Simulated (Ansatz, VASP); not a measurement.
CdSe4 in VASP and in Ansatz

```
Cd Se
1.0
     5.41856    0.00000    0.00000
    -2.70928    4.69261    0.00000
     0.00000    0.00000    5.69047
Cd Se
1 4
Direct
  0.00000 0.00000 0.00000
  0.33333 0.66667 0.52579
  0.66667 0.33333 0.47421
  0.33333 0.66667 0.92543
  0.66667 0.33333 0.07457
```

Alike in both runs: functional PBE; k mesh 4 × 4 × 3; occupations gaussian, width 0.2 eV; no spin polarisation.

Ansatz relaxed the structure, and its values are those at the end. VASP's run is a single point on that final structure, the one shown.

|  | VASP | Ansatz |
| --- | --- | --- |
| version | VASP 6.6.1 | Ansatz 0.2.0 |
| potentials or method | VASP PAW PBE potentials, release 64 (Cd, Se), cutoff 500 eV | scalar-relativistic, plane waves, PAW |
| valence electrons in the cell | 36 | 84 |

```csv
,VASP,Ansatz,Ansatz less VASP
gap on the k mesh at the Fermi level (eV),none,none,-
pressure (GPa),0.4,0.3,-0.11
rms of the force components (eV/Å),0.011,0.009,-0.0019
```

A gap of «none» marks a metal or a gap that the smearing closes. With one functional, cell and mesh, what is left measures potentials, basis and numerics. VASP's potentials hold 36 valence electrons a cell and Ansatz's 84, so a difference there can come from the potentials and not from the codes.

The k mesh is coarse, so the values compare programs but aren't converged.
